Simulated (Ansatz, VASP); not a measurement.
Two plane-wave programs on ScAl2Sb2As

```
Sc Al Sb As
1.0
     5.53219    0.00000    0.00000
     0.00000    5.53219    0.00000
     0.00000    0.00000    5.51504
Sc Al Sb As
1 2 2 1
Direct
  0.00000 0.00000 0.50000
  0.00000 0.50000 0.50000
  0.50000 0.00000 0.50000
  0.50000 0.50000 0.75240
  0.50000 0.50000 0.24760
  0.00000 0.00000 0.00000
```

Change from the starting cell: species swapped into the Ba2CuSeO2 type (P4/mmm, No. 123).

Alike in both runs: task single point; functional PBE; k mesh 4 × 4 × 4; occupations gaussian, width 0.1 eV; collinear spin.

```csv
,VASP,Ansatz
version,VASP 6.6.1,Ansatz 0.2.0
potentials or method,"VASP PAW PBE potentials, release 64 (Sc_sv, Al, Sb, As), cutoff 520 eV","scalar-relativistic, plane waves, PAW"
valence electrons in the cell,32,62
```

Ansatz gave:

```
gap on the k mesh at the Fermi level (eV)                     : none
pressure (GPa)                                                : 0.1
traceless stress, the component that is largest in VASP (GPa) : 0.06
rms of the force components (eV/Å)                            : 0.008
net moment per atom (μB)                                      : 0.00
```

Which values does VASP return?

gap on the k mesh at the Fermi level (eV): none; pressure (GPa): 0.1; traceless stress, the component that is largest in VASP (GPa): 0.13; rms of the force components (eV/Å): 0.007; net moment per atom (μB): 0.00.

Atom by atom the forces differ by 0.002 eV/Å (rms over components). A gap of «none» marks a metal or a gap that the smearing closes. With one functional, cell and mesh, what is left measures potentials, basis and numerics. VASP's potentials hold 32 valence electrons a cell and Ansatz's 62, so a difference there can come from the potentials and not from the codes. Ansatz's warnings: seeded moment not kept.

Spin-orbit coupling is off throughout.
